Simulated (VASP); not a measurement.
Pt, 1 atom in the cell. It takes space group Fm-3m (No. 225, cubic). The conventional cell has a = 3.922 Å, b = 3.922 Å, c = 3.922 Å, α = 90.00°, β = 90.00°, γ = 90.00°. Within 3.7 Å of Pt (site symmetry m-3m) lie 12 Pt at 2.77 Å. 

- Program: VASP 6.6.1
- Task: elastic constants
- Functional: PBEsol
- Potentials or basis: VASP PAW PBE potentials, release 64 (Pt)
- Cutoff: 600 eV
- k mesh: 10 × 10 × 10
- Occupations: fermi-dirac, width 0.05 eV
- Spin: no spin polarisation
- Dipole correction: no
- Ions in elastic constants: relaxed
- Further INCAR settings: ALGO = Normal; EDIFF = 1e-08; IBRION = 6; POTIM = 0.015; NSW = 1; ISIF = 3

Potentials or basis: VASP PAW PBE potentials, release 64 (Pt).

Command:

```bash
$ cat potpaw_PBE.64/Pt/POTCAR > POTCAR
$ mpirun -np 1 vasp_std > vasp.out
```

Hardware: 1 thread of Intel Xeon 8259CL, on a shared host.

Question: How long does it take, and how much memory?

Answer: Wall time 6.5 min on 1 thread of Intel Xeon 8259CL (shared host), peak memory 0.24 GiB. Counts: scf iterations 130, k points 47.
